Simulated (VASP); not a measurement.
# Cd3HgTe4 (P-43m) in VASP: relaxation of cell and atoms with PBE

Aim: the relaxation of cell and atoms of Cd3HgTe4 with PBE.

Program: VASP 6.6.1. These are calculated values, not measurements. Logs are shortened: lines on timing, memory, paths and dates and some standing lists are left out, and cuts for length are marked.

**1. The cell of the first run**

Symmetry: P-43m, No. 215, cubic system. The conventional cell has a = 6.629 Å, b = 6.629 Å, c = 6.629 Å, α = 90.00°, β = 90.00°, γ = 90.00°. Cd (site symmetry -42m) has 4 Te at 2.87 Å within 3.8 Å. Within 3.8 Å of Hg (site symmetry -43m) lie 4 Te at 2.88 Å. Within 3.8 Å of Te (site symmetry 3m) lie 3 Cd at 2.87 Å and 1 Hg at 2.88 Å.

**2. Relaxation of cell and atoms, PBE**

Input file INCAR:

```
SYSTEM = Cd3HgTe4
PREC = Accurate ; ENCUT = 600
EDIFF = 1E-6 ; ISMEAR = 0
SIGMA = 0.01 ; LREAL = .False.
LASPH = .True. ; NELM = 100
ALGO = Normal ; ISIF = 3
LWAVE = .False. ; LCHARG = .False.
GGA = PE ; IBRION = 2
NSW = 100 ; EDIFFG = -0.01
```

Input file KPOINTS:

```
regular mesh
0
Gamma
  6 6 6
  0 0 0
```

Input file POSCAR:

```
Cd3HgTe4
1.0
    6.6293392000      0.0000000000      0.0000000000
    0.0000000000      6.6293392000      0.0000000000
    0.0000000000      0.0000000000      6.6293392000
Cd Hg Te
3 1 4
Direct
    0.0000000000      0.5000000000      0.5000000000
    0.5000000000      0.0000000000      0.5000000000
    0.5000000000      0.5000000000      0.0000000000
    0.0000000000      0.0000000000      0.0000000000
    0.7490520000      0.7490520000      0.2509480000
    0.7490520000      0.2509480000      0.7490520000
    0.2509480000      0.7490520000      0.7490520000
    0.2509480000      0.2509480000      0.2509480000
```

Potentials or basis: VASP PAW PBE potentials, release 64 (Cd, Hg, Te).

The run is started by

```bash
cat potpaw_PBE.64/Cd/POTCAR potpaw_PBE.64/Hg/POTCAR potpaw_PBE.64/Te/POTCAR > POTCAR
mpirun -np 1 vasp_std > vasp.out
```

OUTCAR:

```text
SYSTEM = Cd3HgTe4
   PREC = Accurate
   ENCUT = 600
   EDIFF = 1E-6
   ISMEAR = 0
   LREAL = .False.
   LASPH = .True.
   NELM = 100
   ISIF = 3
   GGA = PE
   IBRION = 2
   NSW = 100
   EDIFFG = -0.01

 ion  position               nearest neighbor table
   1  0.000  0.500  0.500-   5 2.87   6 2.87   7 2.87   8 2.87
   2  0.500  0.000  0.500-   5 2.87   6 2.87   7 2.87   8 2.87
   3  0.500  0.500  0.000-   5 2.87   6 2.87   7 2.87   8 2.87
   4  0.000  0.000  0.000-   5 2.88   6 2.88   7 2.88   8 2.88
   5  0.749  0.749  0.251-   1 2.87   2 2.87   3 2.87   4 2.88
   6  0.749  0.251  0.749-   1 2.87   2 2.87   3 2.87   4 2.88
   7  0.251  0.749  0.749-   1 2.87   2 2.87   3 2.87   4 2.88
   8  0.251  0.251  0.251-   1 2.87   2 2.87   3 2.87   4 2.88

  LATTYP: Found a simple cubic cell.
 ALAT       =     6.6293392000

  Lattice vectors:

 A1 = (   6.6293392000,   0.0000000000,   0.0000000000)
 A2 = (   0.0000000000,   6.6293392000,   0.0000000000)
 A3 = (   0.0000000000,   0.0000000000,   6.6293392000)

Analysis of symmetry for initial positions (statically):
=====================================================================
 Subroutine PRICEL returns:
 Original cell was already a primitive cell.

 Routine SETGRP: Setting up the symmetry group for a
 simple cubic supercell.

 Subroutine GETGRP returns: Found 24 space group operations
 (whereof 24 operations were pure point group operations)
 out of a pool of 48 trial point group operations.

The static configuration has the point symmetry T_d .

Analysis of symmetry for dynamics (positions and initial velocities):
=====================================================================
 Subroutine PRICEL returns:
 Original cell was already a primitive cell.

 Routine SETGRP: Setting up the symmetry group for a
 simple cubic supercell.

 Subroutine GETGRP returns: Found 24 space group operations
 (whereof 24 operations were pure point group operations)
 out of a pool of 48 trial point group operations.

The dynamic configuration has the point symmetry T_d .

 Subroutine INISYM returns: Found 24 space group operations
 (whereof 24 operations are pure point group operations),
 and found     1 'primitive' translations

----------------------------------------------------------------------------------------

                                     Primitive cell

  volume of cell :     291.3471

  direct lattice vectors                    reciprocal lattice vectors
     6.629339200  0.000000000  0.000000000     0.150844597  0.000000000  0.000000000
     0.000000000  6.629339200  0.000000000     0.000000000  0.150844597  0.000000000
     0.000000000  0.000000000  6.629339200     0.000000000  0.000000000  0.150844597

  length of vectors
     6.629339200  6.629339200  6.629339200     0.150844597  0.150844597  0.150844597

  position of ions in fractional coordinates (direct lattice)
     0.000000000  0.500000000  0.500000000
     0.500000000  0.000000000  0.500000000
     0.500000000  0.500000000  0.000000000
     0.000000000  0.000000000  0.000000000
     0.749052000  0.749052000  0.250948000
     0.749052000  0.250948000  0.749052000
     0.250948000  0.749052000  0.749052000
     0.250948000  0.250948000  0.250948000

  ion indices of the primitive-cell ions
   primitive index   ion index
                 1           1
                 2           2
                 3           3
                 4           4
                 5           5
                 6           6
                 7           7
                 8           8

----------------------------------------------------------------------------------------

 KPOINTS: regular mesh

Automatic generation of k-mesh.
 Grid dimensions read from file:
 generate k-points for:    6    6    6

 Generating k-lattice:

  Cartesian coordinates                     Fractional coordinates (reciprocal lattice)
     0.025140766  0.000000000  0.000000000     0.166666667  0.000000000  0.000000000
     0.000000000  0.025140766  0.000000000     0.000000000  0.166666667  0.000000000
     0.000000000  0.000000000  0.025140766     0.000000000  0.000000000  0.166666667

  Length of vectors
     0.025140766  0.025140766  0.025140766

  Shift w.r.t. Gamma in fractional coordinates (k-lattice)
     0.000000000  0.000000000  0.000000000

 Subroutine IBZKPT returns following result:
 ===========================================

 Found     20 irreducible k-points:

 Following reciprocal coordinates:
            Coordinates               Weight
  0.000000  0.000000  0.000000      1.000000
  0.166667  0.000000  0.000000      6.000000
  0.333333  0.000000  0.000000      6.000000
  0.500000  0.000000  0.000000      3.000000
  0.166667  0.166667  0.000000     12.000000
  0.333333  0.166667  0.000000     24.000000
[... 12 lines left out ...]
  0.500000  0.500000  0.333333      6.000000
  0.500000  0.500000  0.500000      1.000000
   k-points           NKPTS =     20   k-points in BZ     NKDIM =     20   number of bands    NBANDS=     43
   number of dos      NEDOS =    301   number of ions     NIONS =      8
   total plane-waves  NPLWV = 157464
   dimension x,y,z NGX =    54 NGY =   54 NGZ =   54
   dimension x,y,z NGXF=   108 NGYF=  108 NGZF=  108
   ions per type =               3   1   4
   NGX,Y,Z   is equivalent  to a cutoff of  13.54, 13.54, 13.54 a.u.
   NGXF,Y,Z  is equivalent  to a cutoff of  27.08, 27.08, 27.08 a.u.
 SYSTEM =  Cd3HgTe4
   PREC   = accura    normal or accurate (medium, high low for compatibility)
   ISTART =      0    job   : 0-new  1-cont  2-samecut
   ICHARG =      2    charge: 1-file 2-atom 10-const
   ISPIN  =      1    spin polarized calculation?
   LNONCOLLINEAR =      F non collinear calculations
   LSORBIT =      F    spin-orbit coupling
   LASPH  =      T    aspherical Exc in radial PAW
   ENCUT  =  600.0 eV  44.10 Ry    6.64 a.u.  13.24 13.24 13.24*2*pi/ulx,y,z
   NELM   =    100;   NELMIN=  2; NELMDL= -5     # of ELM steps
   EDIFF  = 0.1E-05   stopping-criterion for ELM
   LREAL  =      F    real-space projection
   EDIFFG = -.1E-01   stopping-criterion for IOM
   NSW    =    100    number of steps for IOM
   IBRION =      2    ionic relax: 0-MD 1-quasi-New 2-CG
   NFREE  =      1    steps in history (QN), initial steepest desc. (CG)
   ISIF   =      3    stress and relaxation
   ISYM   =      2    0-nonsym 1-usesym 2-fastsym
   POTIM  = 0.5000    time-step for ionic-motion
   TEBEG  =    0.0;   TEEND  =   0.0 temperature during run
   PSTRESS=    0.0 pullay stress
   NELECT =      72.0000    total number of electrons
   NUPDOWN=      -1.0000    fix difference up-down
   EMIN   =  10.00;   EMAX   =-10.00  energy-range for DOS
   EFERMI =   0.00;   METHOD = LEGACY
   ISMEAR =     0;   SIGMA  =   0.01  broadening in eV -4-tet -1-fermi 0-gaus
   EFERMI_NEDOS =   21; number of points for ismear=-14 and -15
   IALGO  =     38    algorithm
   IMIX   =      4    mixing-type and parameters
     AMIX     =   0.40;   BMIX     =  1.00
     AMIX_MAG =   1.60;   BMIX_MAG =  1.00
  volume/ion in A,a.u.               =      36.42       245.76
  Fermi-wavevector in a.u.,A,eV,Ry     =   1.027343  1.941397 14.360044  1.055433
  Thomas-Fermi vector in A             =   2.161283
   LORBIT       =      0    0 simple, 1 ext, 2 COOP (PROOUT), +10 PAW based schemes
   GGA     = PE    functional components
   LHFCALC =     F    Hartree Fock is set to
   AEXX    =    0.0000 exact exchange contribution
   IVDW    =     0    specifies the selected vdW correction
   LEPSILON=     F    determine dielectric tensor
   LRPA    =     F    only Hartree local field effects (RPA)
 conjugate gradient relaxation of ions
 non-spin polarized calculation
 Gauss-broadening in eV      SIGMA  =   0.01
  energy-cutoff  :      600.00
  volume of cell :      291.35
 maximum number of plane-waves:      9808
 NGX is ok and might be reduce to    54
   NGX = 27   NGY = 27   NGZ = 27

 number of electron      72.0000000 magnetization

 Free energy of the ion-electron system (eV)
  ---------------------------------------------------
  ext. energy  EPLUGINS =         0.00000000
  ---------------------------------------------------
  free energy    TOTEN  =       -18.06564187 eV

  energy without entropy =      -18.06564187  energy(sigma->0) =      -18.06564187

 E-fermi :   1.9406     XC(G=0):  -8.3157

 val. band max:        1.8966889039   @ k =   0.0000   0.0000   0.0000
 cond. band min:       2.0741135963   @ k =   0.0000   0.0000   0.0000
 fundamental gap:      0.1774246924
 Fermi energy:         1.9405557075

 k-point     1 :       0.0000    0.0000    0.0000
  band No.  band energies     occupation
      1      -9.0783      2.00000
      2      -8.5867      2.00000
      3      -8.5867      2.00000
      4      -8.5867      2.00000
      5      -6.2385      2.00000
      6      -6.2385      2.00000
[... 35 lines left out ...]
     42       4.6332      0.00000
     43       4.6332      0.00000

 k-point     2 :       0.1667    0.0000    0.0000
  band No.  band energies     occupation
      1      -9.0457      2.00000
      2      -8.6185      2.00000
      3      -8.5870      2.00000
      4      -8.5870      2.00000
      5      -6.2347      2.00000
      6      -6.2347      2.00000
[... 35 lines left out ...]
     42       4.9321      0.00000
     43       4.9321      0.00000

 k-point     3 :       0.3333    0.0000    0.0000
  band No.  band energies     occupation
      1      -8.9567      2.00000
      2      -8.7061      2.00000
      3      -8.5876      2.00000
      4      -8.5876      2.00000
      5      -6.2239      2.00000
      6      -6.2239      2.00000
[... 35 lines left out ...]
     42       5.6253      0.00000
     43       5.7290      0.00000

 k-point     4 :       0.5000    0.0000    0.0000
  band No.  band energies     occupation
      1      -8.8547      2.00000
      2      -8.8076      2.00000
      3      -8.5879      2.00000
      4      -8.5879      2.00000
      5      -6.2132      2.00000
      6      -6.2132      2.00000
[... 679 lines left out ...]
     42       6.6835      0.00000
     43       6.7778      0.00000

 k-point    19 :       0.5000    0.5000    0.3333
  band No.  band energies     occupation
      1      -8.7450      2.00000
      2      -8.6920      2.00000
      3      -8.6914      2.00000
      4      -8.6914      2.00000
      5      -6.2228      2.00000
      6      -6.2227      2.00000
[... 35 lines left out ...]
     42       6.8988      0.00000
     43       6.9364      0.00000

 k-point    20 :       0.5000    0.5000    0.5000
  band No.  band energies     occupation
      1      -8.7447      2.00000
      2      -8.6908      2.00000
      3      -8.6908      2.00000
      4      -8.6908      2.00000
      5      -6.2261      2.00000
      6      -6.2261      2.00000
[... 35 lines left out ...]
     42       7.0108      0.00000
     43       7.0111      0.00000

------------------------ aborting loop because EDIFF is reached ----------------------------------------

  FORCE on cell =-STRESS in cart. coord.  units (eV):
  Direction    XX          YY          ZZ          XY          YZ          ZX
  --------------------------------------------------------------------------------------
  -------------------------------------------------------------------------------------
  Total        0.0470729      0.0470729      0.0470729     -0.0000000      0.0000000     -0.0000000
  in kB        0.2588633      0.2588633      0.2588633     -0.0000000      0.0000000     -0.0000000
  external PRESSURE =       0.2588633 kB  Pullay stress =       0.0000000 kB

 VOLUME and BASIS-vectors are now :
 -----------------------------------------------------------------------------
  energy-cutoff  :      600.00
  volume of cell :      291.35
      direct lattice vectors                 reciprocal lattice vectors
     6.629339200  0.000000000  0.000000000     0.150844597  0.000000000  0.000000000
     0.000000000  6.629339200  0.000000000     0.000000000  0.150844597  0.000000000
     0.000000000  0.000000000  6.629339200     0.000000000  0.000000000  0.150844597

 POSITION                                       TOTAL-FORCE (eV/Angst)
 -----------------------------------------------------------------------------------
      0.00000      3.31467      3.31467        -0.000000      0.000000      0.000000
      3.31467      0.00000      3.31467        -0.000000      0.000000      0.000000
      3.31467      3.31467      0.00000        -0.000000      0.000000     -0.000000
      0.00000      0.00000      0.00000        -0.000000      0.000000      0.000000
      4.96572      4.96572      1.66362         0.002420      0.002420     -0.002420
      4.96572      1.66362      4.96572         0.002420     -0.002420      0.002420
      1.66362      4.96572      4.96572        -0.002420      0.002420      0.002420
      1.66362      1.66362      1.66362        -0.002420     -0.002420     -0.002420
 -----------------------------------------------------------------------------------
    total drift:                               -0.000000     -0.000000     -0.000000

  FREE ENERGIE OF THE ION-ELECTRON SYSTEM (eV)
  ---------------------------------------------------
  free  energy   TOTEN  =       -18.0656418698 eV

  energy  without entropy=      -18.0656418698  energy(sigma->0) =      -18.06564187

 reached required accuracy - stopping structural energy minimisation
```

Wall time 8.2 min (1 thread of Oxide Virtual Turin-like, shared host); peak memory 0.53 GiB.

What came out:

- Free energy: -18.0656 eV
- Pressure after relaxing: 0.0 GPa
- Largest force after relaxing: 0.004 eV/Å
- Band gap on the k mesh: 0.18 eV

Forces in eV/Å, atoms in the order of the input:
```
Cd   0.000  0.000  0.000
Cd   0.000  0.000  0.000
Cd   0.000  0.000  0.000
Hg   0.000  0.000  0.000
Te   0.002  0.002 -0.002
Te   0.002 -0.002  0.002
Te  -0.002  0.002  0.002
Te  -0.002 -0.002 -0.002
```

Final structure:
```
CELL_PARAMETERS angstrom
6.62934 0.00000 0.00000
0.00000 6.62934 0.00000
0.00000 0.00000 6.62934
ATOMIC_POSITIONS crystal
Cd 0.00000 0.50000 0.50000
Cd 0.50000 0.00000 0.50000
Cd 0.50000 0.50000 0.00000
Hg 0.00000 0.00000 0.00000
Te 0.74905 0.74905 0.25095
Te 0.74905 0.25095 0.74905
Te 0.25095 0.74905 0.74905
Te 0.25095 0.25095 0.25095
```

Caveat: the relaxation stopped at its first step, so nothing moved; spin-orbit coupling is left out, which moves the levels of the heavy elements.
